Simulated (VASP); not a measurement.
# TaN (C2/m) in VASP: single point with PBEsol

Aim: the single point of TaN with PBEsol.

Program: VASP 6.6.1. These are calculated values, not measurements. Logs are shortened: lines on timing, memory, paths and dates and some standing lists are left out, and cuts for length are marked.

### 1 The cell of the first run

The structure is monoclinic, space group C2/m (No. 12). The conventional cell has a = 4.375 Å, b = 4.375 Å, c = 4.375 Å, α = 90.00°, β = 90.00°, γ = 90.00°. Ta (site symmetry m) has 6 N at 2.12 to 2.26 Å within 2.8 Å. N (site symmetry m) has 6 Ta at 2.12 to 2.26 Å and 12 N at 2.83 to 3.36 Å within 3.4 Å.

### 2 Single point, PBEsol (atoms displaced along a vibrational mode)

Input file INCAR:

```
  ALGO = Normal
  EDIFF = 1E-7
  ENCUT = 520
  GGA = PS
  ISIF = 2
  ISMEAR = 0
  LASPH = True
  LCHARG = True
  LELF = True
  LREAL = False
  LVHAR = True
  LWAVE = False
  NBANDS = 24
  NELM = 60
  PREC = Accurate
  SIGMA = 0.15
```

Input file KPOINTS:

```
k-points
0
Gamma
  14 14 10
```

Input file POSCAR:

```
TaN
1.0
    0.0000000000     -2.1874436362     -2.1874436362
    0.0000000000      2.1874436362     -2.1874436362
    4.3748872723      0.0000000000      0.0000000000
Ta N
2 2
Direct
    0.5118583951      0.4881416049     -0.0139207852
   -0.0118583951      0.0118583951      0.5139207852
    0.4869710929      0.5130289071      0.4701706600
    0.0130289071     -0.0130289071      0.0298293400
```

Potentials or basis: VASP PAW PBE potentials, release 64 (Ta_pv, N).

The run is started by

```sh
$ cat potpaw_PBE.64/Ta_pv/POTCAR potpaw_PBE.64/N/POTCAR > POTCAR
$ mpirun -np 1 vasp_std > vasp.out
```

OUTCAR:

```text
EDIFF = 1E-7
   ENCUT = 520
   GGA = PS
   ISIF = 2
   ISMEAR = 0
   LASPH = True
   LREAL = False
   NELM = 60
   PREC = Accurate

 ion  position               nearest neighbor table
   1  0.512  0.488  0.986-   3 2.12   4 2.19   4 2.20   4 2.20   4 2.20   3 2.26   2 2.93   2 3.01
                             2 3.01   2 3.08   2 3.11   2 3.18   2 3.18   2 3.25
   2  0.988  0.012  0.514-   4 2.12   3 2.19   3 2.20   3 2.20   3 2.20   4 2.26   1 2.93   1 3.01
                             1 3.01   1 3.08   1 3.11   1 3.18   1 3.18   1 3.25
   3  0.487  0.513  0.470-   1 2.12   2 2.19   2 2.20   2 2.20   2 2.20   1 2.26
   4  0.013  0.987  0.030-   2 2.12   1 2.19   1 2.20   1 2.20   1 2.20   2 2.26

  LATTYP: Found a simple tetragonal cell.
 ALAT       =     3.0935124572
 C/A-ratio  =     1.4142135623

  Lattice vectors:

 A1 = (   0.0000000000,  -2.1874436362,  -2.1874436362)
 A2 = (   0.0000000000,   2.1874436362,  -2.1874436362)
 A3 = (   4.3748872723,   0.0000000000,   0.0000000000)

Analysis of symmetry for initial positions (statically):
=====================================================================
 Subroutine PRICEL returns:
 Original cell was already a primitive cell.

 Routine SETGRP: Setting up the symmetry group for a
 simple tetragonal supercell.

 Subroutine GETGRP returns: Found  4 space group operations
 (whereof  2 operations were pure point group operations)
 out of a pool of 16 trial point group operations.

The static configuration has the point symmetry C_1h.
 The point group associated with its full space group is C_2h.

Analysis of symmetry for dynamics (positions and initial velocities):
=====================================================================
 Subroutine PRICEL returns:
 Original cell was already a primitive cell.

 Routine SETGRP: Setting up the symmetry group for a
 simple tetragonal supercell.

 Subroutine GETGRP returns: Found  4 space group operations
 (whereof  2 operations were pure point group operations)
 out of a pool of 16 trial point group operations.

The dynamic configuration has the point symmetry C_1h.
 The point group associated with its full space group is C_2h.

 Subroutine INISYM returns: Found  4 space group operations
 (whereof  2 operations are pure point group operations),
 and found     1 'primitive' translations

----------------------------------------------------------------------------------------

                                     Primitive cell

  volume of cell :      41.8669

  direct lattice vectors                    reciprocal lattice vectors
     0.000000000 -2.187443636 -2.187443636     0.000000000 -0.228577318 -0.228577318
     0.000000000  2.187443636 -2.187443636     0.000000000  0.228577318 -0.228577318
     4.374887272  0.000000000  0.000000000     0.228577318  0.000000000  0.000000000

  length of vectors
     3.093512457  3.093512457  4.374887272     0.323257143  0.323257143  0.228577318

  position of ions in fractional coordinates (direct lattice)
     0.511858395  0.488141605  0.986079215
     0.988141605  0.011858395  0.513920785
     0.486971093  0.513028907  0.470170660
     0.013028907  0.986971093  0.029829340

  ion indices of the primitive-cell ions
   primitive index   ion index
                 1           1
                 2           2
                 3           3
                 4           4

----------------------------------------------------------------------------------------

 KPOINTS: k-points

Automatic generation of k-mesh.
 Grid dimensions read from file:
 generate k-points for:   14   14   10

 Generating k-lattice:

  Cartesian coordinates                     Fractional coordinates (reciprocal lattice)
     0.000000000 -0.016326951 -0.016326951     0.071428571  0.000000000  0.000000000
     0.000000000  0.016326951 -0.016326951     0.000000000  0.071428571  0.000000000
     0.022857732  0.000000000  0.000000000     0.000000000  0.000000000  0.100000000

  Length of vectors
     0.023089796  0.023089796  0.022857732

  Shift w.r.t. Gamma in fractional coordinates (k-lattice)
     0.000000000  0.000000000  0.000000000

 Subroutine IBZKPT returns following result:
 ===========================================

 Found    534 irreducible k-points:

 Following reciprocal coordinates:
            Coordinates               Weight
  0.000000  0.000000  0.000000      1.000000
  0.071429  0.000000  0.000000      4.000000
  0.142857  0.000000  0.000000      4.000000
  0.214286  0.000000  0.000000      4.000000
  0.285714  0.000000  0.000000      4.000000
  0.357143  0.000000  0.000000      4.000000
[... 16 lines left out ...]
 -0.142857  0.142857  0.000000      2.000000
  0.214286  0.142857  0.000000      4.000000
 [... further k-points ...]
   k-points           NKPTS =    534   k-points in BZ     NKDIM =    534   number of bands    NBANDS=     24
   number of dos      NEDOS =    301   number of ions     NIONS =      4
   total plane-waves  NPLWV =  20736
   dimension x,y,z NGX =    24 NGY =   24 NGZ =   36
   dimension x,y,z NGXF=    48 NGYF=   48 NGZF=   72
   ions per type =               2   2
   NGX,Y,Z   is equivalent  to a cutoff of  12.90, 12.90, 13.68 a.u.
   NGXF,Y,Z  is equivalent  to a cutoff of  25.80, 25.80, 27.36 a.u.
 SYSTEM =  unknown system
   PREC   = accura    normal or accurate (medium, high low for compatibility)
   ISTART =      0    job   : 0-new  1-cont  2-samecut
   ICHARG =      2    charge: 1-file 2-atom 10-const
   ISPIN  =      1    spin polarized calculation?
   LNONCOLLINEAR =      F non collinear calculations
   LSORBIT =      F    spin-orbit coupling
   LASPH  =      T    aspherical Exc in radial PAW
   ENCUT  =  520.0 eV  38.22 Ry    6.18 a.u.   5.75  5.75  8.13*2*pi/ulx,y,z
   NELM   =     60;   NELMIN=  2; NELMDL= -5     # of ELM steps
   EDIFF  = 0.1E-06   stopping-criterion for ELM
   LREAL  =      F    real-space projection
   EDIFFG = 0.1E-05   stopping-criterion for IOM
   NSW    =      0    number of steps for IOM
   IBRION =     -1    ionic relax: 0-MD 1-quasi-New 2-CG
   NFREE  =      0    steps in history (QN), initial steepest desc. (CG)
   ISIF   =      2    stress and relaxation
   ISYM   =      2    0-nonsym 1-usesym 2-fastsym
   POTIM  = 0.5000    time-step for ionic-motion
   TEBEG  =    0.0;   TEEND  =   0.0 temperature during run
   PSTRESS=    0.0 pullay stress
   NELECT =      32.0000    total number of electrons
   NUPDOWN=      -1.0000    fix difference up-down
   EMIN   =  10.00;   EMAX   =-10.00  energy-range for DOS
   EFERMI =   0.00;   METHOD = LEGACY
   ISMEAR =     0;   SIGMA  =   0.15  broadening in eV -4-tet -1-fermi 0-gaus
   EFERMI_NEDOS =   21; number of points for ismear=-14 and -15
   IALGO  =     38    algorithm
   IMIX   =      4    mixing-type and parameters
     AMIX     =   0.40;   BMIX     =  1.00
     AMIX_MAG =   1.60;   BMIX_MAG =  1.00
  volume/ion in A,a.u.               =      10.47        70.63
  Fermi-wavevector in a.u.,A,eV,Ry     =   1.496814  2.828569 30.483219  2.240453
  Thomas-Fermi vector in A             =   2.608783
   LORBIT       =      0    0 simple, 1 ext, 2 COOP (PROOUT), +10 PAW based schemes
   GGA     = PS    functional components
   LHFCALC =     F    Hartree Fock is set to
   AEXX    =    0.0000 exact exchange contribution
   IVDW    =     0    specifies the selected vdW correction
   LEPSILON=     F    determine dielectric tensor
   LRPA    =     F    only Hartree local field effects (RPA)
 non-spin polarized calculation
 Gauss-broadening in eV      SIGMA  =   0.15
  energy-cutoff  :      520.00
  volume of cell :       41.87
 maximum number of plane-waves:      1176
   NGX = 11   NGY = 11   NGZ = 17

 number of electron      31.9999997 magnetization

 Free energy of the ion-electron system (eV)
  ---------------------------------------------------
  ext. energy  EPLUGINS =         0.00000000
  ---------------------------------------------------
  free energy    TOTEN  =       -46.53076048 eV

  energy without entropy =      -46.51338172  energy(sigma->0) =      -46.52207110

 E-fermi :   9.3048     XC(G=0): -13.6755

 val. band max:        9.3033759131   @ k =   0.4286   0.0714   0.0000
 cond. band min:       9.3076250477   @ k =   0.4286   0.2143   0.4000
 fundamental gap:      0.0042491346
 Fermi energy:         9.3048046736

 k-point     1 :       0.0000    0.0000    0.0000
  band No.  band energies     occupation
      1     -26.9012      2.00000
      2     -26.4644      2.00000
      3     -26.4513      2.00000
      4     -26.1531      2.00000
      5     -26.1518      2.00000
      6     -26.0871      2.00000
[... 16 lines left out ...]
     23      13.1280      0.00000
     24      13.2910      0.00000

 k-point     2 :       0.0714    0.0000    0.0000
  band No.  band energies     occupation
      1     -26.8900      2.00000
      2     -26.4814      2.00000
      3     -26.4497      2.00000
      4     -26.1797      2.00000
      5     -26.1543      2.00000
      6     -26.0957      2.00000
[... 16 lines left out ...]
     23      13.0576      0.00000
     24      13.2199      0.00000

 k-point     3 :       0.1429    0.0000    0.0000
  band No.  band energies     occupation
      1     -26.8573      2.00000
      2     -26.5407      2.00000
      3     -26.4314      2.00000
      4     -26.2599      2.00000
      5     -26.1622      2.00000
      6     -26.1152      2.00000
[... 16 lines left out ...]
     23      12.9171      0.00000
     24      13.0807      0.00000

 k-point     4 :       0.2143    0.0000    0.0000
  band No.  band energies     occupation
      1     -26.8064      2.00000
      2     -26.6240      2.00000
      3     -26.4056      2.00000
      4     -26.3738      2.00000
      5     -26.1839      2.00000
      6     -26.1370      2.00000
[... 16 lines left out ...]
     23      13.2959      0.00000
     24      14.1007      0.00000

 k-point     5 :       0.2857    0.0000    0.0000
  band No.  band energies     occupation
      1     -26.7450      2.00000
      2     -26.7105      2.00000
      3     -26.5079      2.00000
      4     -26.3620      2.00000
      5     -26.2270      2.00000
      6     -26.1555      2.00000
[... 16 lines left out ...]
     23      13.9836      0.00000
     24      14.2677      0.00000

 k-point     6 :       0.3571    0.0000    0.0000
  band No.  band energies     occupation
      1     -26.7815      2.00000
      2     -26.7076      2.00000
      3     -26.5908      2.00000
      4     -26.3216      2.00000
      5     -26.2869      2.00000
      6     -26.1751      2.00000
[... 16 lines left out ...]
     23      15.1143      0.00000
     24      15.3041      0.00000
[... 379 lines left out ...]
 k-point    21 :       0.5000    0.0714    0.0000
  band No.  band energies     occupation
      1     -26.8211      2.00000
      2     -26.8021      2.00000
      3     -26.5038      2.00000
      4     -26.4016      2.00000
      5     -26.2751      2.00000
      6     -26.2327      2.00000
[... 16 lines left out ...]
     23      16.2362      0.00000
     24      16.2932      0.00000

 k-point    22 :       0.1429    0.1429    0.0000
  band No.  band energies     occupation
      1     -26.8170      2.00000
      2     -26.5428      2.00000
      3     -26.4852      2.00000
      4     -26.3239      2.00000
      5     -26.2058      2.00000
      6     -26.1412      2.00000
[... 16 lines left out ...]
     23      13.3136      0.00000
     24      13.9938      0.00000

 k-point    23 :      -0.1429    0.1429    0.0000
  band No.  band energies     occupation
      1     -26.8165      2.00000
      2     -26.5564      2.00000
      3     -26.4730      2.00000
      4     -26.3078      2.00000
      5     -26.2092      2.00000
      6     -26.1532      2.00000
[... 16 lines left out ...]
     23      13.1888      0.00000
     24      14.0204      0.00000

 k-point    24 :       0.2143    0.1429    0.0000
  band No.  band energies     occupation
      1     -26.7703      2.00000
      2     -26.6138      2.00000
      3     -26.4681      2.00000
      4     -26.4207      2.00000
      5     -26.2275      2.00000
      6     -26.1702      2.00000
[... 16 lines left out ...]
     23      13.5257      0.00000
     24      14.2986      0.00000

 [... further k-points ...]

------------------------ aborting loop because EDIFF is reached ----------------------------------------

  FORCE on cell =-STRESS in cart. coord.  units (eV):
  Direction    XX          YY          ZZ          XY          YZ          ZX
  --------------------------------------------------------------------------------------
  -------------------------------------------------------------------------------------
  Total        2.4835809     -0.3122001     -1.0264709     -0.2026586      0.0000000      0.0000000
  in kB       95.0425961    -11.9473911    -39.2813678     -7.7554144      0.0000000      0.0000000
  external PRESSURE =      14.6046124 kB  Pullay stress =       0.0000000 kB

 VOLUME and BASIS-vectors are now :
 -----------------------------------------------------------------------------
  energy-cutoff  :      520.00
  volume of cell :       41.87
      direct lattice vectors                 reciprocal lattice vectors
     0.000000000 -2.187443636 -2.187443636     0.000000000 -0.228577318 -0.228577318
     0.000000000  2.187443636 -2.187443636     0.000000000  0.228577318 -0.228577318
     4.374887272  0.000000000  0.000000000     0.228577318  0.000000000  0.000000000

 POSITION                                       TOTAL-FORCE (eV/Angst)
 -----------------------------------------------------------------------------------
      4.31399     -0.05188     -2.18744        -1.251186     -0.239028      0.000000
      2.24835     -2.13556     -2.18744         1.251186      0.239028      0.000000
      2.05694      0.05700     -2.18744         0.395210     -0.009439      0.000000
      0.13050      2.13044     -2.18744        -0.395210      0.009439      0.000000
 -----------------------------------------------------------------------------------
    total drift:                                0.000000     -0.000000      0.000000

  FREE ENERGIE OF THE ION-ELECTRON SYSTEM (eV)
  ---------------------------------------------------
  free  energy   TOTEN  =       -46.5307604760 eV

  energy  without entropy=      -46.5133817168  energy(sigma->0) =      -46.52207110
```

Run time: 3.9 min. Hardware: 1 thread of Intel Xeon 6975P-C (Granite Rapids), shared host; peak memory 0.52 GiB.

What came out:

| Property | Result |
| --- | --- |
| Free energy | -46.5308 eV |
| Pressure | 1.5 GPa |
| Largest force | 1.274 eV/Å |
| Band gap on the k mesh | zero (bands 16 and 17 overlap by 3.44 eV) |

Forces in eV/Å, atoms in the order of the input:
```
Ta  -1.251 -0.239  0.000
Ta   1.251  0.239  0.000
N    0.395 -0.009  0.000
N   -0.395  0.009  0.000
```

Levels at points of the mesh, in eV from the Fermi level:
| k point | band 14 | band 15 | band 16 | band 17 | band 18 | band 19 |
| --- | --- | --- | --- | --- | --- | --- |
| (0.00, 0.00, 0.00) | -3.50 | -3.45 | -1.97 | -1.61 | -1.57 | 0.28 |
| (0.50, 0.00, 0.00) | -5.98 | -0.25 | 0.29 | 0.59 | 1.12 | 2.13 |
| (0.50, 0.50, 0.00) | -4.36 | -4.27 | -4.18 | 2.55 | 2.61 | 3.85 |
| (0.00, 0.00, 0.50) | -4.14 | -4.11 | -3.73 | 0.79 | 1.05 | 1.19 |
| (0.50, 0.00, 0.50) | -7.28 | 1.75 | 1.83 | 2.07 | 2.13 | 2.18 |
| (0.50, 0.50, 0.50) | -5.81 | -1.23 | -1.21 | 1.55 | 1.63 | 3.88 |

Caveat: the cell differs from its parent crystal (atoms displaced along a vibrational mode); the PAW data sets were made with another functional, which shifts forces and pressure a little; spin-orbit coupling is left out, which moves the levels of the heavy elements.
